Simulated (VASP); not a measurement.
Wanted: the native input for a VASP 6.6.1 run.

```yaml
Task: single point
Functional: PBE
Potentials_or_basis: VASP PAW PBE potentials, release 64 (Si, C)
Cutoff: 520 eV
k_mesh: 12 × 12 × 12
Occupations: gaussian, width 0.05 eV
Spin: no spin polarisation
Dipole_correction: no
Further_INCAR_settings: ALGO = Normal; EDIFF = 1e-06; NBANDS = 11
```

The structure of SiC lies in POSCAR:

```
SiC
1.0
    0.0489150000      2.1740000000      2.1740000000
    2.2229150000      0.0000000000      2.2229150000
    2.1740000000      2.1740000000      0.0489150000
Si C
1 1
Direct
    0.0000000000      0.0000000000      0.0000000000
    0.7500000000      0.7500000000      0.7500000000
```

This cell differs from its parent crystal: strain +0.0450 x Voigt [0, 0, 0, 0, 1, 0].

The input as run:

INCAR

```
SYSTEM = SiC
ALGO = Normal
EDIFF = 1E-6
ENCUT = 520
GGA = PE
ISIF = 2
ISMEAR = 0
LASPH = .TRUE.
LCHARG = .FALSE.
LREAL = .FALSE.
LWAVE = .FALSE.
NBANDS = 11
NELM = 100
PREC = Accurate
SIGMA = 0.05
```

KPOINTS

```
k-points
0
G
  12 12 12
  0 0 0
```

Potentials or basis: VASP PAW PBE potentials, release 64 (Si, C).

Command:

```bash
$ cat potpaw_PBE.64/Si/POTCAR potpaw_PBE.64/C/POTCAR > POTCAR
$ mpirun -np 1 vasp_std > vasp.out
```

Results of the run:

```yaml
Pressure: 5.4 GPa
Largest_force: 0.395 eV/Å
Band_gap_on_the_k_mesh: 1.14 eV, indirect (least direct gap 4.11 eV)
```

Caveat: the cell differs from its parent crystal (strain +0.0450 x Voigt [0, 0, 0, 0, 1, 0]).

It took 17 s on 1 thread of Intel(R) Xeon(R) 6975P-C (Granite Rapids), on a shared host, peak memory 0.17 GiB.
